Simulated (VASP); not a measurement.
# AlN (P6_3mc) in VASP: notebook

AlN is run at these levels: LDA; tasks: single point.

All numbers are computed with VASP 6.6.1; they aren't measurements. Logs are shortened: lines on timing, memory, paths and dates and some standing lists are left out, and cuts for length are marked.

## (1) The cell of the first run

It takes space group P6_3mc (No. 186, hexagonal). The conventional cell has a = 3.071 Å, b = 3.071 Å, c = 4.908 Å, α = 90.00°, β = 90.00°, γ = 120.00°. Al (site symmetry 3m) has 4 N at 1.86 to 1.88 Å within 2.5 Å. Within 2.5 Å of N (site symmetry 3m) lie 4 Al at 1.86 to 1.88 Å.

## (2) Single point, LDA

Input file INCAR:

```
SYSTEM = AlN
PREC = Accurate
ENCUT = 520
EDIFF = 1E-6
ISMEAR = 0
SIGMA = 0.01
LREAL = .False.
LASPH = .True.
NELM = 60
ALGO = Normal
ISIF = 2
LWAVE = .False.
LCHARG = .False.
NBANDS = 16
```

Input file KPOINTS:

```
Automatic mesh
0
Gamma
  8 8 4
  0 0 0
```

Input file POSCAR:

```
AlN
1.0
    3.0712713899      0.0000000000      0.0000000000
   -1.5356356949      2.6597990456      0.0000000000
    0.0000000000      0.0000000000      4.9084699825
Al N
2 2
Direct
    0.3333333333      0.6666666667     -0.0011913031
    0.6666666667      0.3333333333      0.4988086969
    0.3333333333      0.6666666667      0.3811913031
    0.6666666667      0.3333333333      0.8811913031
```

Potentials or basis: VASP PAW LDA potentials, release 64 (Al, N).

The run is started by

```sh
> cat potpaw_LDA.64/Al/POTCAR potpaw_LDA.64/N/POTCAR > POTCAR
> mpirun -np 1 vasp_std > vasp.out
```

OUTCAR:

```text
SYSTEM = AlN
   PREC = Accurate
   ENCUT = 520
   EDIFF = 1E-6
   ISMEAR = 0
   LREAL = .False.
   LASPH = .True.
   NELM = 60
   ISIF = 2

 ion  position               nearest neighbor table
   1  0.333  0.667  0.999-   4 1.86   4 1.86   4 1.86   3 1.88   2 3.03   2 3.03   2 3.03   2 3.03
                             2 3.03   2 3.03
   2  0.667  0.333  0.499-   3 1.86   3 1.86   3 1.86   4 1.88   1 3.03   1 3.03   1 3.03   1 3.03
                             1 3.03   1 3.03
   3  0.333  0.667  0.381-   2 1.86   2 1.86   2 1.86   1 1.88
   4  0.667  0.333  0.881-   1 1.86   1 1.86   1 1.86   2 1.88

  LATTYP: Found a hexagonal cell.
 ALAT       =     3.0712713899
 C/A-ratio  =     1.5981882938

  Lattice vectors:

 A1 = (   3.0712713899,   0.0000000000,   0.0000000000)
 A2 = (  -1.5356356949,   2.6597990456,   0.0000000000)
 A3 = (   0.0000000000,   0.0000000000,   4.9084699825)

Analysis of symmetry for initial positions (statically):
=====================================================================
 Subroutine PRICEL returns:
 Original cell was already a primitive cell.

 Routine SETGRP: Setting up the symmetry group for a
 hexagonal supercell.

 Subroutine GETGRP returns: Found 12 space group operations
 (whereof  6 operations were pure point group operations)
 out of a pool of 24 trial point group operations.

The static configuration has the point symmetry C_3v.
 The point group associated with its full space group is C_6v.

Analysis of symmetry for dynamics (positions and initial velocities):
=====================================================================
 Subroutine PRICEL returns:
 Original cell was already a primitive cell.

 Routine SETGRP: Setting up the symmetry group for a
 hexagonal supercell.

 Subroutine GETGRP returns: Found 12 space group operations
 (whereof  6 operations were pure point group operations)
 out of a pool of 24 trial point group operations.

The dynamic configuration has the point symmetry C_3v.
 The point group associated with its full space group is C_6v.

 Subroutine INISYM returns: Found 12 space group operations
 (whereof  6 operations are pure point group operations),
 and found     1 'primitive' translations

----------------------------------------------------------------------------------------

                                     Primitive cell

  volume of cell :      40.0971

  direct lattice vectors                    reciprocal lattice vectors
     3.071271390  0.000000000  0.000000000     0.325598058  0.187984126  0.000000000
    -1.535635695  2.659799046  0.000000000     0.000000000  0.375968253  0.000000000
     0.000000000  0.000000000  4.908469982     0.000000000  0.000000000  0.203729472

  length of vectors
     3.071271390  3.071271390  4.908469982     0.375968253  0.375968253  0.203729472

  position of ions in fractional coordinates (direct lattice)
     0.333333333  0.666666667  0.998808697
     0.666666667  0.333333333  0.498808697
     0.333333333  0.666666667  0.381191303
     0.666666667  0.333333333  0.881191303

  ion indices of the primitive-cell ions
   primitive index   ion index
                 1           1
                 2           2
                 3           3
                 4           4

----------------------------------------------------------------------------------------

 KPOINTS: Automatic mesh

Automatic generation of k-mesh.
 Grid dimensions read from file:
 generate k-points for:    8    8    4

 Generating k-lattice:

  Cartesian coordinates                     Fractional coordinates (reciprocal lattice)
     0.040699757  0.023498016  0.000000000     0.125000000  0.000000000  0.000000000
     0.000000000  0.046996032  0.000000000     0.000000000  0.125000000  0.000000000
     0.000000000  0.000000000  0.050932368     0.000000000  0.000000000  0.250000000

  Length of vectors
     0.046996032  0.046996032  0.050932368

  Shift w.r.t. Gamma in fractional coordinates (k-lattice)
     0.000000000  0.000000000  0.000000000

 Subroutine IBZKPT returns following result:
 ===========================================

 Found     30 irreducible k-points:

 Following reciprocal coordinates:
            Coordinates               Weight
  0.000000  0.000000  0.000000      1.000000
  0.125000  0.000000  0.000000      6.000000
  0.250000  0.000000  0.000000      6.000000
  0.375000  0.000000  0.000000      6.000000
  0.500000  0.000000  0.000000      3.000000
  0.125000  0.125000  0.000000      6.000000
[... 16 lines left out ...]
  0.250000  0.000000  0.500000      6.000000
  0.375000  0.000000  0.500000      6.000000
 [... further k-points ...]
   k-points           NKPTS =     30   k-points in BZ     NKDIM =     30   number of bands    NBANDS=     16
   number of dos      NEDOS =    301   number of ions     NIONS =      4
   total plane-waves  NPLWV =  23040
   dimension x,y,z NGX =    24 NGY =   24 NGZ =   40
   dimension x,y,z NGXF=    48 NGYF=   48 NGZF=   80
   ions per type =               2   2
   NGX,Y,Z   is equivalent  to a cutoff of  12.99, 12.99, 13.55 a.u.
   NGXF,Y,Z  is equivalent  to a cutoff of  25.98, 25.98, 27.10 a.u.
 SYSTEM =  AlN
   PREC   = accura    normal or accurate (medium, high low for compatibility)
   ISTART =      0    job   : 0-new  1-cont  2-samecut
   ICHARG =      2    charge: 1-file 2-atom 10-const
   ISPIN  =      1    spin polarized calculation?
   LNONCOLLINEAR =      F non collinear calculations
   LSORBIT =      F    spin-orbit coupling
   LASPH  =      T    aspherical Exc in radial PAW
   ENCUT  =  520.0 eV  38.22 Ry    6.18 a.u.   5.71  5.71  9.13*2*pi/ulx,y,z
   NELM   =     60;   NELMIN=  2; NELMDL= -5     # of ELM steps
   EDIFF  = 0.1E-05   stopping-criterion for ELM
   LREAL  =      F    real-space projection
   EDIFFG = 0.1E-04   stopping-criterion for IOM
   NSW    =      0    number of steps for IOM
   IBRION =     -1    ionic relax: 0-MD 1-quasi-New 2-CG
   NFREE  =      0    steps in history (QN), initial steepest desc. (CG)
   ISIF   =      2    stress and relaxation
   ISYM   =      2    0-nonsym 1-usesym 2-fastsym
   POTIM  = 0.5000    time-step for ionic-motion
   TEBEG  =    0.0;   TEEND  =   0.0 temperature during run
   PSTRESS=    0.0 pullay stress
   NELECT =      16.0000    total number of electrons
   NUPDOWN=      -1.0000    fix difference up-down
   EMIN   =  10.00;   EMAX   =-10.00  energy-range for DOS
   EFERMI =   0.00;   METHOD = LEGACY
   ISMEAR =     0;   SIGMA  =   0.01  broadening in eV -4-tet -1-fermi 0-gaus
   EFERMI_NEDOS =   21; number of points for ismear=-14 and -15
   IALGO  =     38    algorithm
   IMIX   =      4    mixing-type and parameters
     AMIX     =   0.40;   BMIX     =  1.00
     AMIX_MAG =   1.60;   BMIX_MAG =  1.00
  volume/ion in A,a.u.               =      10.02        67.65
  Fermi-wavevector in a.u.,A,eV,Ry     =   1.205250  2.277592 19.764195  1.452627
  Thomas-Fermi vector in A             =   2.340952
   LORBIT       =      0    0 simple, 1 ext, 2 COOP (PROOUT), +10 PAW based schemes
   GGA     = CA    functional components
   LHFCALC =     F    Hartree Fock is set to
   AEXX    =    0.0000 exact exchange contribution
   IVDW    =     0    specifies the selected vdW correction
   LEPSILON=     F    determine dielectric tensor
   LRPA    =     F    only Hartree local field effects (RPA)
 non-spin polarized calculation
 Gauss-broadening in eV      SIGMA  =   0.01
  energy-cutoff  :      520.00
  volume of cell :       40.10
 maximum number of plane-waves:      1092
 NGX is ok and might be reduce to    24
   NGX = 11   NGY = 11   NGZ = 19

 number of electron      15.9999996 magnetization

 Free energy of the ion-electron system (eV)
  ---------------------------------------------------
  ext. energy  EPLUGINS =         0.00000000
  ---------------------------------------------------
  free energy    TOTEN  =       -32.82830624 eV

  energy without entropy =      -32.82830624  energy(sigma->0) =      -32.82830624

 E-fermi :   6.3600     XC(G=0): -11.4242

 val. band max:        6.3087983527   @ k =   0.0000   0.0000   0.0000
 cond. band min:      10.8883056609   @ k =   0.0000   0.0000   0.0000
 fundamental gap:      4.5795073082
 Fermi energy:         6.3599889487

 k-point     1 :       0.0000    0.0000    0.0000
  band No.  band energies     occupation
      1      -8.9906      2.00000
      2      -6.6307      2.00000
      3       0.0635      2.00000
      4       5.3905      2.00000
      5       5.3905      2.00000
      6       6.0601      2.00000
[... 8 lines left out ...]
     15      19.5882      0.00000
     16      19.6184      0.00000

 k-point     2 :       0.1250    0.0000    0.0000
  band No.  band energies     occupation
      1      -8.7792      2.00000
      2      -6.5108      2.00000
      3       0.3077      2.00000
      4       4.4959      2.00000
      5       5.1357      2.00000
      6       5.2486      2.00000
[... 8 lines left out ...]
     15      19.2633      0.00000
     16      19.4937      0.00000

 k-point     3 :       0.2500    0.0000    0.0000
  band No.  band energies     occupation
      1      -8.1864      2.00000
      2      -6.2264      2.00000
      3       1.0105      2.00000
      4       2.7160      2.00000
      5       3.7909      2.00000
      6       4.6524      2.00000
[... 8 lines left out ...]
     15      18.6344      0.00000
     16      19.6915      0.00000

 k-point     4 :       0.3750    0.0000    0.0000
  band No.  band energies     occupation
      1      -7.3727      2.00000
      2      -6.0230      2.00000
      3       1.2146      2.00000
      4       2.0443      2.00000
      5       2.5294      2.00000
      6       4.2607      2.00000
[... 8 lines left out ...]
     15      18.7362      0.00000
     16      21.3486      0.00000
[... 324 lines left out ...]
 k-point    22 :       0.1250    0.0000    0.5000
  band No.  band energies     occupation
      1      -7.8478      2.00000
      2      -7.8478      2.00000
      3       2.8318      2.00000
      4       2.8318      2.00000
      5       5.1767      2.00000
      6       5.1767      2.00000
[... 8 lines left out ...]
     15      18.3066      0.00000
     16      18.3066      0.00000

 k-point    23 :       0.2500    0.0000    0.5000
  band No.  band energies     occupation
      1      -7.3474      2.00000
      2      -7.3474      2.00000
      3       2.1787      2.00000
      4       2.1787      2.00000
      5       4.6297      2.00000
      6       4.6297      2.00000
[... 8 lines left out ...]
     15      19.2424      0.00000
     16      19.2424      0.00000

 k-point    24 :       0.3750    0.0000    0.5000
  band No.  band energies     occupation
      1      -6.7346      2.00000
      2      -6.7346      2.00000
      3       1.0264      2.00000
      4       1.0264      2.00000
      5       4.7525      2.00000
      6       4.7525      2.00000
[... 8 lines left out ...]
     15      19.6773      0.00000
     16      19.6773      0.00000

 [... further k-points ...]

------------------------ aborting loop because EDIFF is reached ----------------------------------------

  FORCE on cell =-STRESS in cart. coord.  units (eV):
  Direction    XX          YY          ZZ          XY          YZ          ZX
  --------------------------------------------------------------------------------------
  -------------------------------------------------------------------------------------
  Total        1.1737362      1.1737362      1.1678541      0.0000000      0.0000000      0.0000000
  in kB       46.8994690     46.8994690     46.6644335      0.0000000      0.0000000      0.0000000
  external PRESSURE =      46.8211238 kB  Pullay stress =       0.0000000 kB

 VOLUME and BASIS-vectors are now :
 -----------------------------------------------------------------------------
  energy-cutoff  :      520.00
  volume of cell :       40.10
      direct lattice vectors                 reciprocal lattice vectors
     3.071271390  0.000000000  0.000000000     0.325598058  0.187984126  0.000000000
    -1.535635695  2.659799046  0.000000000     0.000000000  0.375968253  0.000000000
     0.000000000  0.000000000  4.908469982     0.000000000  0.000000000  0.203729472

 POSITION                                       TOTAL-FORCE (eV/Angst)
 -----------------------------------------------------------------------------------
     -0.00000      1.77320      4.90262         0.000000      0.000000     -0.000472
      1.53564      0.88660      2.44839         0.000000     -0.000000     -0.000472
     -0.00000      1.77320      1.87107        -0.000000      0.000000      0.000472
      1.53564      0.88660      4.32530        -0.000000      0.000000      0.000472
 -----------------------------------------------------------------------------------
    total drift:                               -0.000000     -0.000000      0.000215

  FREE ENERGIE OF THE ION-ELECTRON SYSTEM (eV)
  ---------------------------------------------------
  free  energy   TOTEN  =       -32.8283062402 eV

  energy  without entropy=      -32.8283062402  energy(sigma->0) =      -32.82830624
```

Run time: 5.6 s. Hardware: 1 thread of Intel Xeon 6975P-C (Granite Rapids), shared host; peak memory 0.13 GiB.

What came out:

```
Free energy            : -32.8283 eV
Pressure               : 4.7 GPa
Band gap on the k mesh : 4.58 eV, direct
```

Levels at points of the mesh, in eV from the valence-band top:
```tsv
k point	band 5	band 6	band 7	band 8	band 9	band 10	band 11	band 12
(0.00, 0.00, 0.00)	-0.92	-0.25	-0.25	0.00	4.58	6.87	10.81	11.20
(0.50, 0.00, 0.00)	-3.49	-2.19	-1.88	-0.73	5.76	5.77	8.42	10.42
(0.00, 0.00, 0.50)	-0.59	-0.59	-0.59	-0.59	6.75	6.75	10.47	10.47
(0.50, 0.00, 0.50)	-1.54	-1.54	-1.42	-1.42	5.32	5.32	9.31	9.31
```

## (3) Single point, LDA

Input file INCAR:

```
SYSTEM = AlN
  PREC = Accurate
  ENCUT = 520
  EDIFF = 1E-7
  ISMEAR = 0
  SIGMA = 0.01
  LREAL = .False.
  LASPH = .True.
  NELM = 100
  ALGO = Normal
  ISIF = 2
  LWAVE = .False.
  LCHARG = .False.
  NBANDS = 16
```

Input file KPOINTS:

```
regular mesh
0
Gamma
  8 8 4
  0 0 0
```

POSCAR, as its differences from that of step 2:

```diff
@@ -3,3 +3,3 @@
     3.0712713899      0.0000000000      0.0000000000
-   -1.5356356949      2.6597990456      0.0000000000
+   -1.5356356950      2.6597990456      0.0000000000
     0.0000000000      0.0000000000      4.9084699825
```

Potentials or basis: VASP PAW LDA potentials, release 64 (Al, N).

The run is started by

```sh
> cat potpaw_LDA.64/Al/POTCAR potpaw_LDA.64/N/POTCAR > POTCAR
> mpirun -np 1 vasp_std > vasp.out
```

Wall time 6.1 s (1 thread of Intel Xeon 6975P-C (Granite Rapids), shared host); peak memory 0.14 GiB.

Results (log left out):

```
Free energy            : -32.8283 eV
Pressure               : 4.7 GPa
Band gap on the k mesh : 4.58 eV, direct
```

Levels at points of the mesh, in eV from the valence-band top:
| k point | band 5 | band 6 | band 7 | band 8 | band 9 | band 10 | band 11 | band 12 |
| --- | --- | --- | --- | --- | --- | --- | --- | --- |
| (0.00, 0.00, 0.00) | -0.92 | -0.25 | -0.25 | 0.00 | 4.58 | 6.87 | 10.81 | 11.20 |
| (0.50, 0.00, 0.00) | -3.49 | -2.19 | -1.88 | -0.73 | 5.76 | 5.77 | 8.42 | 10.42 |
| (0.00, 0.00, 0.50) | -0.59 | -0.59 | -0.59 | -0.59 | 6.75 | 6.75 | 10.47 | 10.47 |
| (0.50, 0.00, 0.50) | -1.54 | -1.54 | -1.42 | -1.42 | 5.32 | 5.32 | 9.31 | 9.31 |

A k mesh can miss the band edges. Expect the measured gap to be larger: semilocal functionals such as LDA lack the derivative discontinuity.
